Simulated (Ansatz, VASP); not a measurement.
# One calculation of Ta3SnO4, two programs

```
CELL_PARAMETERS angstrom
4.63613 0.00000 0.00000
0.00000 4.63613 0.00000
0.00000 0.00000 4.63613
ATOMIC_POSITIONS crystal
Ta 0.00000 0.50000 0.50000
Ta 0.50000 0.00000 0.50000
Ta 0.50000 0.50000 0.00000
Sn 0.00000 0.00000 0.00000
O 0.50000 0.00000 0.00000
O 0.50000 0.50000 0.50000
O 0.00000 0.00000 0.50000
O 0.00000 0.50000 0.00000
```

Change from the starting cell: species swapped into the LiMg3O4 type (Pm-3m, No. 221).

Alike in both runs: functional PBE; k mesh 8 × 8 × 8; occupations gaussian, width 0.1 eV; no spin polarisation.

Ansatz relaxed the structure, and its values are those at the end. VASP's run is a single point on that final structure, the one shown.

|  | VASP | Ansatz |
| --- | --- | --- |
| version | VASP 6.6.1 | Ansatz 0.2.0 |
| potentials or method | VASP PAW PBE potentials, release 64 (Ta_pv, Sn_d, O), cutoff 520 eV | scalar-relativistic, plane waves, PAW |
| valence electrons in the cell | 71 | 77 |

|  | VASP | Ansatz | Ansatz less VASP |
| --- | --- | --- | --- |
| gap on the k mesh at the Fermi level (eV) | none | none | - |
| pressure (GPa) | 0.3 | 0.0 | -0.30 |

A gap of «none» marks a metal or a gap that the smearing closes. VASP's potentials hold 71 valence electrons a cell and Ansatz's 77, so a difference there can come from the potentials and not from the codes.

Spin-orbit coupling is off throughout.
